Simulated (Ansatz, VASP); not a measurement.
## SnO in VASP and in Ansatz

INCAR

```
SYSTEM = SnO
PREC = Accurate ; ENCUT = 520
EDIFF = 1E-7 ; ISMEAR = 0
SIGMA = 0.05 ; LREAL = .False.
LASPH = .True. ; NELM = 100
ALGO = Normal ; ISIF = 2
LWAVE = .False. ; LCHARG = .True.
LDIPOL = .True. ; IDIPOL = 3
DIPOL = 0.5 0.5 0.408 ; GGA = PE
IVDW = 12 ; LELF = .True.
LVHAR = .True. ; LVACPOTAV = .True.
NBANDS = 50
```

File KPOINTS:

```
Automatic mesh
0
Gamma
  7 7 1
  0 0 0
```

The input POSCAR:

```
SnO
1.0
    3.8201630995      0.0000000000      0.0000000000
    0.0000000000      3.8201630995      0.0000000000
    0.0000000000      0.0000000000     22.2260821294
Sn O
4 4
Direct
    0.7500000000      0.2500000000      0.2024648327
    0.2500000000      0.7500000000      0.3087832136
    0.3750000000      1.0000000000      0.5067488278
   -0.1250000000      1.5000000000      0.6130672086
    0.2500000000      0.2500000000      0.2556240231
    0.7500000000      0.7500000000      0.2556240231
   -0.1250000000      1.0000000000      0.5599080182
    0.3750000000      1.5000000000      0.5599080182
```

Input for Ansatz:

```yaml
crystal:
  lattice:
    - [3.8201630995, 0.0, 0.0]
    - [0.0, 3.8201630995, 0.0]
    - [0.0, 0.0, 22.2260821294]
  atoms:
    - { symbol: Sn, position: [0.75, 0.25, 0.2024648327] }
    - { symbol: O, position: [0.25, 0.25, 0.2556240231] }
    - { symbol: O, position: [0.75, 0.75, 0.2556240231] }
    - { symbol: Sn, position: [0.25, 0.75, 0.3087832136] }
    - { symbol: Sn, position: [0.375, 1.0, 0.5067488278] }
    - { symbol: O, position: [-0.125, 1.0, 0.5599080182] }
    - { symbol: O, position: [0.375, 1.5, 0.5599080182] }
    - { symbol: Sn, position: [-0.125, 1.5, 0.6130672086] }
basis:
  ecutwfc: 420
kpoints:
  mp_grid: { grid: [7, 7, 1] }
hamiltonian:
  xc: pbe
  pseudopotentials: { kind: paw, azcp: { folder: soft_1 } }
  dispersion: d3bj
scf:
  occupations: { method: gaussian, width: 0.05 }
output:
  forces: true
  eigenvalues: true
  write_density: true
  write_potential: true
  elf: true
  volumetric_format: npy
efield:
  axis: 3
  dipole_correction: true
  ramp_width: 0.04
```

Alike in both runs: task single point; functional PBE; dispersion D3(BJ); k mesh 7 × 7 × 1; occupations gaussian, width 0.05 eV; no spin polarisation.

|  | VASP | Ansatz |
| --- | --- | --- |
| version | VASP 6.6.1 | Ansatz 0.2.0 |
| potentials or method | VASP PAW PBE potentials, release 64 (Sn_d, O), cutoff 520 eV | scalar-relativistic, plane waves, PAW |
| valence electrons in the cell | 80 | 80 |

|  | VASP | Ansatz | Ansatz less VASP |
| --- | --- | --- | --- |
| gap on the k mesh at the Fermi level (eV) | 2.57 | 2.62 | +0.044 |
| least direct gap on the mesh (eV) | 2.60 | 2.65 | +0.042 |
| rms of the force components (eV/Å) | 0.043 | 0.011 | -0.0326 |

Ansatz's warnings: xc potential rough in thin density.
